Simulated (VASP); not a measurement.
# NaLi4Hg (F-43m) in VASP: notebook

The runs below take NaLi4Hg through single point, relaxation of cell and atoms, with r2SCAN.

Everything below comes from runs of VASP 6.6.1. Logs are shortened: lines on timing, memory, paths and dates and some standing lists are left out, and cuts for length are marked.

### 1 The cell of the first run

It takes space group F-43m (No. 216, cubic). Conventional cell: a = 7.801 Å, b = 7.801 Å, c = 7.801 Å, α = 90.00°, β = 90.00°, γ = 90.00°. Na (site symmetry -43m) has 12 Li at 3.24 Å and 4 Hg at 3.38 Å within 4.3 Å. Li (site symmetry 3m) has 6 Li at 2.71 to 2.81 Å and 3 Hg at 3.23 Å and 3 Na at 3.24 Å within 3.6 Å. Hg (site symmetry -43m) has 12 Li at 3.23 Å and 4 Na at 3.38 Å within 4.2 Å.

### 2 Single point, r2SCAN

POSCAR

```
NaLi4Hg
1.0
    0.0000000000      3.9007422351      3.9007422351
    3.9007422351      0.0000000000      3.9007422351
    3.9007422351      3.9007422351      0.0000000000
Na Li Hg
1 4 1
Direct
    0.2500000000      0.2500000000      0.2500000000
    0.6272443869      0.1182668392      0.6272443869
    0.6272443869      0.6272443869      0.1182668392
    0.6272443869      0.6272443869      0.6272443869
    0.1182668392      0.6272443869      0.6272443869
    0.0000000000      0.0000000000      0.0000000000
```

INCAR.step1

```
SYSTEM = NaLi4Hg
ALGO = Normal
EDIFF = 1E-4
ENCUT = 520
GGA = PE
ISMEAR = 0
LASPH = .True.
LCHARG = .False.
LREAL = .False.
LWAVE = .True.
NBANDS = 24
NELM = 80
PREC = Accurate
SIGMA = 0.1
```

INCAR.step2

```
SYSTEM = NaLi4Hg
ALGO = Normal
EDIFF = 1E-6
ENCUT = 520
ISIF = 2
ISMEAR = 0
ISTART = 1
LASPH = .True.
LCHARG = .True.
LELF = .True.
LMIXTAU = .True.
LREAL = .False.
LVHAR = .True.
LWAVE = .False.
METAGGA = R2SCAN
NBANDS = 24
NELM = 80
PREC = Accurate
SIGMA = 0.1
```

KPOINTS

```
k-points
0
Gamma
  4 4 4
  0 0 0
```

Potentials or basis: VASP PAW PBE potentials, release 64 (Na_pv, Li_sv, Hg).

Command:

```
> cat potpaw_PBE.64/Na_pv/POTCAR potpaw_PBE.64/Li_sv/POTCAR potpaw_PBE.64/Hg/POTCAR > POTCAR
> cp INCAR.step1 INCAR
> mpirun -np 1 vasp_std > vasp.out
> cp INCAR.step2 INCAR
> mpirun -np 1 vasp_std > vasp.out
```

OUTCAR:

```text
SYSTEM = NaLi4Hg
   EDIFF = 1E-6
   ENCUT = 520
   ISIF = 2
   ISMEAR = 0
   ISTART = 1
   LASPH = .True.
   LREAL = .False.
   METAGGA = R2SCAN
   NELM = 80
   PREC = Accurate

 ion  position               nearest neighbor table
   1  0.250  0.250  0.250-
   2  0.627  0.118  0.627-   6 3.23   6 3.23   6 3.23
   3  0.627  0.627  0.118-   6 3.23   6 3.23   6 3.23
   4  0.627  0.627  0.627-   6 3.23   6 3.23   6 3.23
   5  0.118  0.627  0.627-   6 3.23   6 3.23   6 3.23
   6  0.000  0.000  0.000-   2 3.23   3 3.23   3 3.23   5 3.23   2 3.23   5 3.23   4 3.23   4 3.23
                             4 3.23   2 3.23   3 3.23   5 3.23

  LATTYP: Found a face centered cubic cell.
 ALAT       =     7.8014844702

  Lattice vectors:

 A1 = (   0.0000000000,   3.9007422351,   3.9007422351)
 A2 = (   3.9007422351,   0.0000000000,   3.9007422351)
 A3 = (   3.9007422351,   3.9007422351,   0.0000000000)

Analysis of symmetry for initial positions (statically):
=====================================================================
 Subroutine PRICEL returns:
 Original cell was already a primitive cell.

 Routine SETGRP: Setting up the symmetry group for a
 face centered cubic supercell.

 Subroutine GETGRP returns: Found 24 space group operations
 (whereof 24 operations were pure point group operations)
 out of a pool of 48 trial point group operations.

The static configuration has the point symmetry T_d .

Analysis of symmetry for dynamics (positions and initial velocities):
=====================================================================
 Subroutine PRICEL returns:
 Original cell was already a primitive cell.

 Routine SETGRP: Setting up the symmetry group for a
 face centered cubic supercell.

 Subroutine GETGRP returns: Found 24 space group operations
 (whereof 24 operations were pure point group operations)
 out of a pool of 48 trial point group operations.

The dynamic configuration has the point symmetry T_d .

 Subroutine INISYM returns: Found 24 space group operations
 (whereof 24 operations are pure point group operations),
 and found     1 'primitive' translations

----------------------------------------------------------------------------------------

                                     Primitive cell

  volume of cell :     118.7057

  direct lattice vectors                    reciprocal lattice vectors
     0.000000000  3.900742235  3.900742235    -0.128180733  0.128180733  0.128180733
     3.900742235  0.000000000  3.900742235     0.128180733 -0.128180733  0.128180733
     3.900742235  3.900742235  0.000000000     0.128180733  0.128180733 -0.128180733

  length of vectors
     5.516482572  5.516482572  5.516482572     0.222015543  0.222015543  0.222015543

  position of ions in fractional coordinates (direct lattice)
     0.250000000  0.250000000  0.250000000
     0.627244387  0.118266839  0.627244387
     0.627244387  0.627244387  0.118266839
     0.627244387  0.627244387  0.627244387
     0.118266839  0.627244387  0.627244387
     0.000000000  0.000000000  0.000000000

  ion indices of the primitive-cell ions
   primitive index   ion index
                 1           1
                 2           2
                 3           3
                 4           4
                 5           5
                 6           6

----------------------------------------------------------------------------------------

 KPOINTS: k-points

Automatic generation of k-mesh.
 Grid dimensions read from file:
 generate k-points for:    4    4    4

 Generating k-lattice:

  Cartesian coordinates                     Fractional coordinates (reciprocal lattice)
    -0.032045183  0.032045183  0.032045183     0.250000000  0.000000000  0.000000000
     0.032045183 -0.032045183  0.032045183     0.000000000  0.250000000  0.000000000
     0.032045183  0.032045183 -0.032045183     0.000000000  0.000000000  0.250000000

  Length of vectors
     0.055503886  0.055503886  0.055503886

  Shift w.r.t. Gamma in fractional coordinates (k-lattice)
     0.000000000  0.000000000  0.000000000

 Subroutine IBZKPT returns following result:
 ===========================================

 Found      8 irreducible k-points:

 Following reciprocal coordinates:
            Coordinates               Weight
  0.000000  0.000000  0.000000      1.000000
  0.250000  0.000000  0.000000      8.000000
  0.500000  0.000000  0.000000      4.000000
  0.250000  0.250000  0.000000      6.000000
  0.500000  0.250000  0.000000     24.000000
 -0.250000  0.250000  0.000000     12.000000
  0.500000  0.500000  0.000000      3.000000
 -0.250000  0.500000  0.250000      6.000000
   k-points           NKPTS =      8   k-points in BZ     NKDIM =      8   number of bands    NBANDS=     24
   number of dos      NEDOS =    301   number of ions     NIONS =      6
   total plane-waves  NPLWV =  74088
   dimension x,y,z NGX =    42 NGY =   42 NGZ =   42
   dimension x,y,z NGXF=    84 NGYF=   84 NGZF=   84
   ions per type =               1   4   1
   NGX,Y,Z   is equivalent  to a cutoff of  12.66, 12.66, 12.66 a.u.
   NGXF,Y,Z  is equivalent  to a cutoff of  25.31, 25.31, 25.31 a.u.
 SYSTEM =  NaLi4Hg
   PREC   = accura    normal or accurate (medium, high low for compatibility)
   ISTART =      1    job   : 0-new  1-cont  2-samecut
   ICHARG =      0    charge: 1-file 2-atom 10-const
   ISPIN  =      1    spin polarized calculation?
   LNONCOLLINEAR =      F non collinear calculations
   LSORBIT =      F    spin-orbit coupling
   LASPH  =      T    aspherical Exc in radial PAW
   ENCUT  =  520.0 eV  38.22 Ry    6.18 a.u.  10.26 10.26 10.26*2*pi/ulx,y,z
   NELM   =     80;   NELMIN=  2; NELMDL=  0     # of ELM steps
   EDIFF  = 0.1E-05   stopping-criterion for ELM
   LREAL  =      F    real-space projection
   EDIFFG = 0.1E-04   stopping-criterion for IOM
   NSW    =      0    number of steps for IOM
   IBRION =     -1    ionic relax: 0-MD 1-quasi-New 2-CG
   NFREE  =      0    steps in history (QN), initial steepest desc. (CG)
   ISIF   =      2    stress and relaxation
   ISYM   =      2    0-nonsym 1-usesym 2-fastsym
   POTIM  = 0.5000    time-step for ionic-motion
   TEBEG  =    0.0;   TEEND  =   0.0 temperature during run
   PSTRESS=    0.0 pullay stress
   NELECT =      31.0000    total number of electrons
   NUPDOWN=      -1.0000    fix difference up-down
   EMIN   =  10.00;   EMAX   =-10.00  energy-range for DOS
   EFERMI =   0.00;   METHOD = LEGACY
   ISMEAR =     0;   SIGMA  =   0.10  broadening in eV -4-tet -1-fermi 0-gaus
   EFERMI_NEDOS =   21; number of points for ismear=-14 and -15
   IALGO  =     38    algorithm
   IMIX   =      4    mixing-type and parameters
     AMIX     =   0.40;   BMIX     =  1.00
     AMIX_MAG =   1.60;   BMIX_MAG =  1.00
  volume/ion in A,a.u.               =      19.78       133.51
  Fermi-wavevector in a.u.,A,eV,Ry     =   1.046417  1.977442 14.898225  1.094989
  Thomas-Fermi vector in A             =   2.181254
   LORBIT       =      0    0 simple, 1 ext, 2 COOP (PROOUT), +10 PAW based schemes
   METAGGA = R2SCAN    functional components
   LHFCALC =     F    Hartree Fock is set to
   AEXX    =    0.0000 exact exchange contribution
   IVDW    =     0    specifies the selected vdW correction
   LEPSILON=     F    determine dielectric tensor
   LRPA    =     F    only Hartree local field effects (RPA)
 non-spin polarized calculation
 Gauss-broadening in eV      SIGMA  =   0.10
  energy-cutoff  :      520.00
  volume of cell :      118.71
 maximum number of plane-waves:      3250
 NGX is ok and might be reduce to    42
   NGX = 21   NGY = 21   NGZ = 21

 number of electron      30.9999999 magnetization

 Free energy of the ion-electron system (eV)
  ---------------------------------------------------
  ext. energy  EPLUGINS =         0.00000000
  ---------------------------------------------------
  free energy    TOTEN  =       -62.61069509 eV

  energy without entropy =      -62.58939084  energy(sigma->0) =      -62.60004296

 E-fermi :   1.5577     XC(G=0):  -8.7075

 val. band max:        1.5533419776   @ k =   0.0000   0.0000   0.0000
 cond. band min:       1.6586816719   @ k =   0.5000   0.2500   0.0000
 fundamental gap:      0.1053396943
 Fermi energy:         1.5576562974

 k-point     1 :       0.0000    0.0000    0.0000
  band No.  band energies     occupation
      1     -46.7932      2.00000
      2     -46.7534      2.00000
      3     -46.7534      2.00000
      4     -46.7533      2.00000
      5     -23.7379      2.00000
      6     -23.7375      2.00000
[... 16 lines left out ...]
     23       5.6390      0.00000
     24       7.7535      0.00000

 k-point     2 :       0.2500    0.0000    0.0000
  band No.  band energies     occupation
      1     -46.7891      2.00000
      2     -46.7575      2.00000
      3     -46.7535      2.00000
      4     -46.7534      2.00000
      5     -23.7380      2.00000
      6     -23.7376      2.00000
[... 16 lines left out ...]
     23       6.3543      0.00000
     24       8.4905      0.00000

 k-point     3 :       0.5000    0.0000    0.0000
  band No.  band energies     occupation
      1     -46.7836      2.00000
      2     -46.7629      2.00000
      3     -46.7535      2.00000
      4     -46.7534      2.00000
      5     -23.7381      2.00000
      6     -23.7378      2.00000
[... 16 lines left out ...]
     23       7.3413      0.00000
     24       9.4369      0.00000

 k-point     4 :       0.2500    0.2500    0.0000
  band No.  band energies     occupation
      1     -46.7875      2.00000
      2     -46.7590      2.00000
      3     -46.7535      2.00000
      4     -46.7534      2.00000
      5     -23.7380      2.00000
      6     -23.7376      2.00000
[... 16 lines left out ...]
     23       6.8917      0.00000
     24       7.8389      0.00000

 k-point     5 :       0.5000    0.2500    0.0000
  band No.  band energies     occupation
      1     -46.7810      2.00000
      2     -46.7656      2.00000
      3     -46.7535      2.00000
      4     -46.7534      2.00000
      5     -23.7381      2.00000
      6     -23.7377      2.00000
[... 16 lines left out ...]
     23       8.5254      0.00000
     24       9.3937      0.00000

 k-point     6 :      -0.2500    0.2500    0.0000
  band No.  band energies     occupation
      1     -46.7836      2.00000
      2     -46.7629      2.00000
      3     -46.7534      2.00000
      4     -46.7533      2.00000
      5     -23.7380      2.00000
      6     -23.7378      2.00000
[... 16 lines left out ...]
     23       7.6468      0.00000
     24       9.3351      0.00000

 k-point     7 :       0.5000    0.5000    0.0000
  band No.  band energies     occupation
      1     -46.7769      2.00000
      2     -46.7699      2.00000
      3     -46.7535      2.00000
      4     -46.7534      2.00000
      5     -23.7382      2.00000
      6     -23.7378      2.00000
[... 16 lines left out ...]
     23       8.2497      0.00000
     24       8.4981      0.00000

 k-point     8 :      -0.2500    0.5000    0.2500
  band No.  band energies     occupation
      1     -46.7768      2.00000
      2     -46.7697      2.00000
      3     -46.7535      2.00000
      4     -46.7534      2.00000
      5     -23.7382      2.00000
      6     -23.7378      2.00000
[... 16 lines left out ...]
     23       8.6000      0.00000
     24       8.9378      0.00000

------------------------ aborting loop because EDIFF is reached ----------------------------------------

  FORCE on cell =-STRESS in cart. coord.  units (eV):
  Direction    XX          YY          ZZ          XY          YZ          ZX
  --------------------------------------------------------------------------------------
  -------------------------------------------------------------------------------------
  Total       -0.0006563     -0.0006563     -0.0006563      0.0000000     -0.0000000      0.0000000
  in kB       -0.0088578     -0.0088578     -0.0088578      0.0000000     -0.0000000      0.0000000
  external PRESSURE =      -0.0088578 kB  Pullay stress =       0.0000000 kB

 VOLUME and BASIS-vectors are now :
 -----------------------------------------------------------------------------
  energy-cutoff  :      520.00
  volume of cell :      118.71
      direct lattice vectors                 reciprocal lattice vectors
     0.000000000  3.900742235  3.900742235    -0.128180733  0.128180733  0.128180733
     3.900742235  0.000000000  3.900742235     0.128180733 -0.128180733  0.128180733
     3.900742235  3.900742235  0.000000000     0.128180733  0.128180733 -0.128180733

 POSITION                                       TOTAL-FORCE (eV/Angst)
 -----------------------------------------------------------------------------------
      1.95037      1.95037      1.95037         0.000000     -0.000000     -0.000000
      2.90805      4.89344      2.90805        -0.019337      0.019337     -0.019337
      2.90805      2.90805      4.89344        -0.019337     -0.019337      0.019337
      4.89344      4.89344      4.89344         0.019337      0.019337      0.019337
      4.89344      2.90805      2.90805         0.019337     -0.019337     -0.019337
      0.00000      0.00000      0.00000         0.000000     -0.000000     -0.000000
 -----------------------------------------------------------------------------------
    total drift:                                0.000010      0.000010      0.000011

  FREE ENERGIE OF THE ION-ELECTRON SYSTEM (eV)
  ---------------------------------------------------
  free  energy   TOTEN  =       -62.6106950926 eV

  energy  without entropy=      -62.5893908371  energy(sigma->0) =      -62.60004296
```

It took 92 s on 1 thread of Intel Xeon 6975P-C (Granite Rapids), shared host; peak memory 0.29 GiB.

What came out:

```
Free energy   : -62.6107 eV
Largest force : 0.033 eV/Å
```

Forces on the atoms (eV/Å):
```
Na   0.000  0.000  0.000
Li  -0.019  0.019 -0.019
Li  -0.019 -0.019  0.019
Li   0.019  0.019  0.019
Li   0.019 -0.019 -0.019
Hg   0.000  0.000  0.000
```

Levels at points of the mesh, in eV from the Fermi level:
```csv
k point,band 11,band 12,band 13,band 14,band 15,band 16,band 17,band 18,band 19,band 20
"(0.00, 0.00, 0.00)",-7.15,-7.15,-6.12,0.00,0.81,0.81,0.81,1.82,3.41,3.41
"(0.50, 0.00, 0.00)",-7.12,-7.12,-5.25,-2.82,0.29,0.46,0.46,2.02,2.46,2.46
"(0.50, 0.50, 0.00)",-7.11,-7.11,-4.93,-2.42,-0.66,-0.58,-0.58,0.58,5.61,5.90
```

Caveat: the cutoff is under 1.25 times the usual one of these potentials, so pressure, stress and relaxed cells hold a basis-set (Pulay) error; the PAW data sets were made with another functional, which shifts forces and pressure a little; spin-orbit coupling is left out, which moves the levels of the heavy elements.

(Part 1 of 2 ends here.)
